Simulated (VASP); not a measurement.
PbSe:

```xyz
2
Lattice="0.0000 3.4232 3.4232 3.4232 0.0000 3.4232 3.4232 3.4232 0.0000" Properties=species:S:1:pos:R:3 pbc="T T T"
Pb    0.0000    0.0000    0.0000
Se    1.7116    1.7116    1.7116
```

Base run:

```yaml
Program: VASP 6.6.1
Functional: PBEsol
Potentials_or_basis: VASP PAW PBE potentials, release 64 (Pb_d, Se)
Cutoff: 520 eV
k_mesh: 4 × 4 × 4
Occupations: gaussian, width 0.01 eV
Spin: no spin polarisation
```

Its results: band gap on the k mesh 0.54 eV, indirect (least direct gap 1.09 eV); pressure -1.0 GPa.

Task: After a change of settings the same cell gave: band gap on the k mesh 0.69 eV, indirect (least direct gap 1.22 eV); pressure 0.5 GPa. Which change was it?
A. functional from PBEsol to PBE-based screened hybrid; further incar settings from ALGO = Normal; EDIFF = 1e-06; NBANDS = 17 to ALGO = Normal; EDIFF = 1e-07; NBANDS = 17
B. functional from PBEsol to PBE-based screened hybrid
C. further incar settings from ALGO = Normal; EDIFF = 1e-06; NBANDS = 17 to ALGO = Normal; EDIFF = 1e-06; NBANDS = 17; ISYM = 0
D. functional from PBEsol to HSE06; further incar settings from ALGO = Normal; EDIFF = 1e-06; NBANDS = 17 to ALGO = Normal; EDIFF = 1e-07; NBANDS = 17

Result: B.

Caveats: the PAW data sets were made with another functional, which shifts forces and pressure a little; spin-orbit coupling is left out, which moves the levels of the heavy elements.
